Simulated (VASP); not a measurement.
# SiO2 (P4_32_12) in VASP: notebook, part 2 of 3

VASP 6.6.1. Earlier steps stand in the parts before.

### Step 3. Single point, PBE

This run uses another cell than the first one, of 15.28 Å³/atom.

Contents of INCAR:

```
SYSTEM = SiO2
PREC     = Accurate       ! precision mode
ENCUT    = 520            ! plane-wave cutoff, eV
EDIFF    = 1E-6           ! SCF threshold, eV
ISMEAR   = -1             ! smearing method
SIGMA    = 0.05           ! smearing width, eV
LREAL    = .FALSE.        ! projectors in reciprocal space
LASPH    = .TRUE.         ! aspherical terms in the spheres
NELM     = 80             ! most SCF steps
ALGO     = Normal         ! electronic algorithm
ISIF     = 2              ! what is computed and relaxed
LWAVE    = .FALSE.        ! write WAVECAR
LCHARG   = .FALSE.        ! write CHGCAR
GGA      = PE             ! functional
NBANDS   = 44             ! bands
```

Contents of KPOINTS:

```
Automatic mesh
0
G
  6 6 4
  0 0 0
```

Contents of POSCAR:

```
SiO2
1.0
    5.0830990543      0.0000000000      0.0000000000
    0.0000000000      5.0830990543      0.0000000000
    0.0000000000      0.0000000000      7.0982125248
Si O
4 8
Direct
    0.7939647624      0.7939647624      0.5000000000
    0.7060352376      0.2939647624      0.2500000000
    0.2939647624      0.7060352376      0.7500000000
    0.2060352376      0.2060352376      0.0000000000
    0.7588606031      0.0936650537      0.4243294405
    0.9063349463      0.2411393969      0.0756705595
    0.0936650537      0.7588606031      0.5756705595
    0.2588606031      0.4063349463      0.8256705595
    0.2411393969      0.9063349463      0.9243294405
    0.7411393969      0.5936650537      0.3256705595
    0.4063349463      0.2588606031      0.1743294405
    0.5936650537      0.7411393969      0.6743294405
```

Potentials or basis: VASP PAW PBE potentials, release 64 (Si, O).

Started as:

```bash
$ cat potpaw_PBE.64/Si/POTCAR potpaw_PBE.64/O/POTCAR > POTCAR
$ mpirun -np 1 vasp_std > vasp.out
```

OUTCAR:

```text
SYSTEM = SiO2
   PREC = Accurate
   ENCUT = 520
   EDIFF = 1E-6
   ISMEAR = -1
   LREAL = .FALSE.
   LASPH = .TRUE.
   NELM = 80
   ISIF = 2
   GGA = PE

 ion  position               nearest neighbor table
   1  0.794  0.794  0.500-  10 1.62  12 1.62   5 1.63   7 1.63   2 3.13   3 3.13   2 3.13   3 3.13

   2  0.706  0.294  0.250-   5 1.62   6 1.62  10 1.63  11 1.63   1 3.13   4 3.13   1 3.13   4 3.13

   3  0.294  0.706  0.750-   7 1.62   9 1.62   8 1.63  12 1.63   1 3.13   4 3.13   4 3.13   1 3.13

   4  0.206  0.206  0.000-   8 1.62  11 1.62   9 1.63   6 1.63   2 3.13   3 3.13   3 3.13   2 3.13

   5  0.759  0.094  0.424-   2 1.62   1 1.63
   6  0.906  0.241  0.076-   2 1.62   4 1.63
   7  0.094  0.759  0.576-   3 1.62   1 1.63
   8  0.259  0.406  0.826-   4 1.62   3 1.63
   9  0.241  0.906  0.924-   3 1.62   4 1.63
  10  0.741  0.594  0.326-   1 1.62   2 1.63
  11  0.406  0.259  0.174-   4 1.62   2 1.63
  12  0.594  0.741  0.674-   1 1.62   3 1.63

  LATTYP: Found a simple tetragonal cell.
 ALAT       =     5.0830990543
 C/A-ratio  =     1.3964340354

  Lattice vectors:

 A1 = (   5.0830990543,   0.0000000000,   0.0000000000)
 A2 = (   0.0000000000,   5.0830990543,   0.0000000000)
 A3 = (   0.0000000000,   0.0000000000,   7.0982125248)

Analysis of symmetry for initial positions (statically):
=====================================================================
 Subroutine PRICEL returns:
 Original cell was already a primitive cell.

 Routine SETGRP: Setting up the symmetry group for a
 simple tetragonal supercell.

 Subroutine GETGRP returns: Found  8 space group operations
 (whereof  2 operations were pure point group operations)
 out of a pool of 16 trial point group operations.

The static configuration has the point symmetry C_2 .
 The point group associated with its full space group is D_4 .

Analysis of symmetry for dynamics (positions and initial velocities):
=====================================================================
 Subroutine PRICEL returns:
 Original cell was already a primitive cell.

 Routine SETGRP: Setting up the symmetry group for a
 simple tetragonal supercell.

 Subroutine GETGRP returns: Found  8 space group operations
 (whereof  2 operations were pure point group operations)
 out of a pool of 16 trial point group operations.

The dynamic configuration has the point symmetry C_2 .
 The point group associated with its full space group is D_4 .

 Subroutine INISYM returns: Found  8 space group operations
 (whereof  2 operations are pure point group operations),
 and found     1 'primitive' translations

----------------------------------------------------------------------------------------

                                     Primitive cell

  volume of cell :     183.4029

  direct lattice vectors                    reciprocal lattice vectors
     5.083099054  0.000000000  0.000000000     0.196730378  0.000000000  0.000000000
     0.000000000  5.083099054  0.000000000     0.000000000  0.196730378  0.000000000
[... 59 lines left out ...]

 Following reciprocal coordinates:
            Coordinates               Weight
  0.000000  0.000000  0.000000      1.000000
  0.166667  0.000000  0.000000      4.000000
  0.333333  0.000000  0.000000      4.000000
  0.500000  0.000000  0.000000      2.000000
  0.166667  0.166667  0.000000      4.000000
  0.333333  0.166667  0.000000      8.000000
[... 16 lines left out ...]
  0.333333  0.000000  0.500000      4.000000
  0.500000  0.000000  0.500000      2.000000
 [... further k-points ...]
   k-points           NKPTS =     30   k-points in BZ     NKDIM =     30   number of bands    NBANDS=     44
   number of dos      NEDOS =    301   number of ions     NIONS =     12
   total plane-waves  NPLWV =  86400
   dimension x,y,z NGX =    40 NGY =   40 NGZ =   54
   dimension x,y,z NGXF=    80 NGYF=   80 NGZF=  108
   ions per type =               4   8
   NGX,Y,Z   is equivalent  to a cutoff of  13.08, 13.08, 12.65 a.u.
   NGXF,Y,Z  is equivalent  to a cutoff of  26.16, 26.16, 25.29 a.u.
 SYSTEM =  SiO2
   PREC   = accura    normal or accurate (medium, high low for compatibility)
   ISTART =      0    job   : 0-new  1-cont  2-samecut
   ICHARG =      2    charge: 1-file 2-atom 10-const
   ISPIN  =      1    spin polarized calculation?
   LNONCOLLINEAR =      F non collinear calculations
   LSORBIT =      F    spin-orbit coupling
   LASPH  =      T    aspherical Exc in radial PAW
   ENCUT  =  520.0 eV  38.22 Ry    6.18 a.u.   9.45  9.45 13.20*2*pi/ulx,y,z
   NELM   =     80;   NELMIN=  2; NELMDL= -5     # of ELM steps
   EDIFF  = 0.1E-05   stopping-criterion for ELM
   LREAL  =      F    real-space projection
[... 7 lines left out ...]
   TEBEG  =    0.0;   TEEND  =   0.0 temperature during run
   PSTRESS=    0.0 pullay stress
   NELECT =      64.0000    total number of electrons
   NUPDOWN=      -1.0000    fix difference up-down
   EMIN   =  10.00;   EMAX   =-10.00  energy-range for DOS
   EFERMI =   0.00;   METHOD = LEGACY
   ISMEAR =    -1;   SIGMA  =   0.05  broadening in eV -4-tet -1-fermi 0-gaus
   EFERMI_NEDOS =   21; number of points for ismear=-14 and -15
   IALGO  =     38    algorithm
   IMIX   =      4    mixing-type and parameters
     AMIX     =   0.40;   BMIX     =  1.00
     AMIX_MAG =   1.60;   BMIX_MAG =  1.00
  volume/ion in A,a.u.               =      15.28       103.14
  Fermi-wavevector in a.u.,A,eV,Ry     =   1.152567  2.178035 18.074119  1.328410
  Thomas-Fermi vector in A             =   2.289217
   LORBIT       =      0    0 simple, 1 ext, 2 COOP (PROOUT), +10 PAW based schemes
   GGA     = PE    functional components
   LHFCALC =     F    Hartree Fock is set to
   AEXX    =    0.0000 exact exchange contribution
   IVDW    =     0    specifies the selected vdW correction
   LEPSILON=     F    determine dielectric tensor
   LRPA    =     F    only Hartree local field effects (RPA)
 non-spin polarized calculation
  energy-cutoff  :      520.00
  volume of cell :      183.40
 maximum number of plane-waves:      4976
 NGX is ok and might be reduce to    40
   NGX = 19   NGY = 19   NGZ = 27

 number of electron      63.9999980 magnetization

 Free energy of the ion-electron system (eV)
  ---------------------------------------------------
  ext. energy  EPLUGINS =         0.00000000
  ---------------------------------------------------
  free energy    TOTEN  =       -94.95208130 eV

  energy without entropy =      -94.95208130  energy(sigma->0) =      -94.95208130

 E-fermi :   0.8241     XC(G=0):  -8.1021

 val. band max:       -0.2932820064   @ k =   0.0000   0.0000   0.0000
 cond. band min:       5.2199111527   @ k =   0.0000   0.0000   0.0000
 fundamental gap:      5.5131931591
 Fermi energy:         0.8240741449

 k-point     1 :       0.0000    0.0000    0.0000
  band No.  band energies     occupation
      1     -19.6131      2.00000
      2     -18.7521      2.00000
      3     -18.7521      2.00000
      4     -17.6287      2.00000
      5     -17.6007      2.00000
      6     -17.5995      2.00000
[... 1117 lines left out ...]
     43      11.0173      0.00000
     44      11.0196      0.00000

 [... further k-points ...]

------------------------ aborting loop because EDIFF is reached ----------------------------------------

  FORCE on cell =-STRESS in cart. coord.  units (eV):
  Direction    XX          YY          ZZ          XY          YZ          ZX
  --------------------------------------------------------------------------------------
  -------------------------------------------------------------------------------------
  Total        0.1116393      0.1116393      0.0803633      0.0000000      0.0000000      0.0000000
  in kB        0.9752628      0.9752628      0.7020408      0.0000000      0.0000000      0.0000000
  external PRESSURE =       0.8841888 kB  Pullay stress =       0.0000000 kB

 VOLUME and BASIS-vectors are now :
 -----------------------------------------------------------------------------
  energy-cutoff  :      520.00
  volume of cell :      183.40
      direct lattice vectors                 reciprocal lattice vectors
     5.083099054  0.000000000  0.000000000     0.196730378  0.000000000  0.000000000
     0.000000000  5.083099054  0.000000000     0.000000000  0.196730378  0.000000000
     0.000000000  0.000000000  7.098212525     0.000000000  0.000000000  0.140880538

 POSITION                                       TOTAL-FORCE (eV/Angst)
 -----------------------------------------------------------------------------------
      4.03580      4.03580      3.54911         0.015500      0.015500      0.000000
      3.58885      1.49425      1.77455        -0.015500      0.015500      0.000000
      1.49425      3.58885      5.32366         0.015500     -0.015500      0.000000
      1.04730      1.04730      0.00000        -0.015500     -0.015500      0.000000
      3.85736      0.47611      3.01198        -0.000422     -0.002695     -0.006070
      4.60699      1.22574      0.53713         0.002695      0.000422      0.006070
      0.47611      3.85736      4.08623        -0.002695     -0.000422      0.006070
      1.31581      2.06544      5.86079        -0.000422      0.002695      0.006070
      1.22574      4.60699      6.56109         0.000422      0.002695     -0.006070
      3.76728      3.01766      2.31168         0.000422     -0.002695      0.006070
      2.06544      1.31581      1.23743         0.002695     -0.000422     -0.006070
      3.01766      3.76728      4.78653        -0.002695      0.000422     -0.006070
 -----------------------------------------------------------------------------------
    total drift:                               -0.000000      0.000000      0.000000

  FREE ENERGIE OF THE ION-ELECTRON SYSTEM (eV)
  ---------------------------------------------------
  free  energy   TOTEN  =       -94.9520812974 eV

  energy  without entropy=      -94.9520812974  energy(sigma->0) =      -94.95208130
```

It took 4.6 min on 1 thread of Intel Xeon 8259CL, shared host; peak memory 0.38 GiB.

What came out:

| Property | Result |
| --- | --- |
| Free energy | -94.9521 eV |
| Pressure | 0.1 GPa |
| Largest force | 0.022 eV/Å |
| Band gap on the k mesh | 5.51 eV |

Forces in eV/Å, atoms in the order of the input:
```
Si   0.015  0.015  0.000
Si  -0.015  0.015  0.000
Si   0.015 -0.015  0.000
Si  -0.015 -0.015  0.000
O    0.000 -0.003 -0.006
O    0.003  0.000  0.006
O   -0.003  0.000  0.006
O    0.000  0.003  0.006
O    0.000  0.003 -0.006
O    0.000 -0.003  0.006
O    0.003  0.000 -0.006
O   -0.003  0.000 -0.006
```

### Step 4. Relaxation of cell and atoms, LDA

This run uses another cell than the first one, of 14.24 Å³/atom.

Contents of INCAR:

```
PREC     = Accurate       # precision mode
ENCUT    = 600            # plane-wave cutoff, eV
EDIFF    = 1E-6           # SCF threshold, eV
ISMEAR   = -1             # smearing method
SIGMA    = 0.05           # smearing width, eV
LREAL    = False          # projectors in reciprocal space
LASPH    = True           # aspherical terms in the spheres
NELM     = 60             # most SCF steps
ALGO     = Normal         # electronic algorithm
ISIF     = 3              # what is computed and relaxed
LWAVE    = False          # write WAVECAR
LCHARG   = False          # write CHGCAR
GGA      = CA             # functional
IBRION   = 2              # ionic algorithm
NSW      = 60             # ionic steps
EDIFFG   = -0.01          # ionic threshold
```

Contents of KPOINTS:

```
regular mesh
0
Gamma
  6 6 4
```

Contents of POSCAR:

```
SiO2
1.0
    4.9755888200      0.0000000000      0.0000000000
    0.0000000000      4.9755888200      0.0000000000
    0.0000000000      0.0000000000      6.9008894400
Si O
4 8
Direct
    0.8032465600      0.8032465600      0.5000000000
    0.6967534400      0.3032465600      0.2500000000
    0.3032465600      0.6967534400      0.7500000000
    0.1967534400      0.1967534400      0.0000000000
    0.7617576300      0.1103870700      0.4320415600
    0.8896129300      0.2382423700      0.0679584400
    0.1103870700      0.7617576300      0.5679584400
    0.2617576300      0.3896129300      0.8179584400
    0.2382423700      0.8896129300      0.9320415600
    0.7382423700      0.6103870700      0.3179584400
    0.3896129300      0.2617576300      0.1820415600
    0.6103870700      0.7382423700      0.6820415600
```

Potentials or basis: VASP PAW LDA potentials, release 64 (Si, O).

Started as:

```bash
$ cat potpaw_LDA.64/Si/POTCAR potpaw_LDA.64/O/POTCAR > POTCAR
$ mpirun -np 1 vasp_std > vasp.out
```

It took 27 min on 1 thread of Intel Xeon 6975P-C (Granite Rapids), shared host; peak memory 0.33 GiB.

The run converged. Its results:

```yaml
Free_energy: -103.7891 eV
Relaxed_volume: 13.86 Å³/atom
Relaxed_cell: a = 4.931 Å, b = 4.931 Å, c = 6.842 Å, α = 90.00°, β = 90.00°, γ = 90.00°
Space_group_after_relaxing_to_0.1_Å: P4_32_12 (No. 96)
Energy_gained_by_relaxing: 0.7 meV/atom
Ionic_steps: 34
Pressure_after_relaxing: 0.0 GPa
Largest_force_after_relaxing: 0.009 eV/Å
Band_gap_on_the_k_mesh: 5.56 eV
```

Forces in eV/Å, atoms in the order of the input:
```
Si   0.002  0.002  0.000
Si  -0.002  0.002  0.000
Si   0.002 -0.002  0.000
Si  -0.002 -0.002  0.000
O    0.004  0.004 -0.007
O   -0.004 -0.004  0.007
O    0.004  0.004  0.007
O    0.004 -0.004  0.007
O   -0.004 -0.004 -0.007
O   -0.004  0.004  0.007
O   -0.004  0.004 -0.007
O    0.004 -0.004 -0.007
```

Step by step:
```csv
step,energy change (eV),largest force (eV/Å),pressure (GPa),volume (Å³)
1,0.0000,0.0692,-1.28,170.84
2,0.0060,0.1470,1.89,168.04
3,-0.0050,0.0204,-0.01,169.71
4,-0.0049,0.0192,-0.05,169.73
5,-0.0051,0.0322,-0.04,169.67
6,-0.0051,0.0326,-0.04,169.67
7,-0.0051,0.0290,-0.03,169.63
8,-0.0053,0.0193,0.00,169.54
9,-0.0053,0.0409,0.06,169.36
10,-0.0053,0.0225,0.03,169.44
11,-0.0054,0.0216,0.01,169.44
12,-0.0055,0.0191,-0.07,169.43
13,-0.0055,0.0180,-0.21,169.41
14,-0.0056,0.0176,-0.22,169.40
15,-0.0056,0.0166,-0.21,169.36
16,-0.0057,0.0158,-0.21,169.28
17,-0.0059,0.0183,-0.20,169.12
18,-0.0062,0.0230,-0.18,168.80
19,-0.0063,0.0359,-0.13,168.17
20,-0.0065,0.0311,0.00,167.86
21,-0.0065,0.0323,0.01,167.84
22,-0.0069,0.0268,0.09,167.61
23,-0.0071,0.0500,0.23,167.21
24,-0.0073,0.0436,0.20,167.14
25,-0.0077,0.0269,0.10,166.94
26,-0.0077,0.0489,-0.10,166.53
27,-0.0078,0.0260,0.01,166.74
28,-0.0079,0.0188,-0.02,166.73
29,-0.0080,0.0297,-0.10,166.68
30,-0.0080,0.0245,-0.10,166.65
31,-0.0082,0.0116,-0.09,166.56
32,-0.0082,0.0268,-0.07,166.36
33,-0.0082,0.0158,-0.08,166.44
34,-0.0082,0.0092,-0.03,166.36
```

Final structure:
```xyz
12
Lattice="4.9308 0.0000 0.0000 0.0000 4.9308 0.0000 0.0000 0.0000 6.8424" Properties=species:S:1:pos:R:3 pbc="T T T"
Si    3.9769    3.9769    3.4212
Si    3.4193    1.5115    1.7106
Si    1.5115    3.4193    5.1318
Si    0.9539    0.9539    0.0000
O     3.7639    0.5779    2.9771
O     4.3530    1.1670    0.4441
O     0.5779    3.7639    3.8653
O     1.2985    1.8875    5.5759
O     1.1670    4.3530    6.3983
O     3.6324    3.0433    2.1547
O     1.8875    1.2985    1.2665
O     3.0433    3.6324    4.6877
```

Levels at points of the mesh, in eV from the valence-band top:
| k point | band 30 | band 31 | band 32 | band 33 | band 34 | band 35 |
| --- | --- | --- | --- | --- | --- | --- |
| (0.00, 0.00, 0.00) | -0.33 | -0.33 | 0.00 | 5.56 | 8.60 | 8.60 |
| (0.50, 0.00, 0.00) | -0.67 | -0.51 | -0.51 | 7.64 | 7.64 | 9.01 |
| (0.50, 0.50, 0.00) | -0.60 | -0.53 | -0.53 | 8.54 | 8.54 | 8.68 |
| (0.00, 0.00, 0.50) | -0.57 | -0.39 | -0.39 | 6.85 | 6.85 | 9.14 |
| (0.50, 0.00, 0.50) | -0.93 | -0.19 | -0.19 | 8.01 | 8.01 | 8.82 |
| (0.50, 0.50, 0.50) | -0.59 | -0.59 | -0.59 | 9.04 | 9.04 | 9.04 |

A k mesh can miss the band edges.

(Continued in part 3 of 3.)
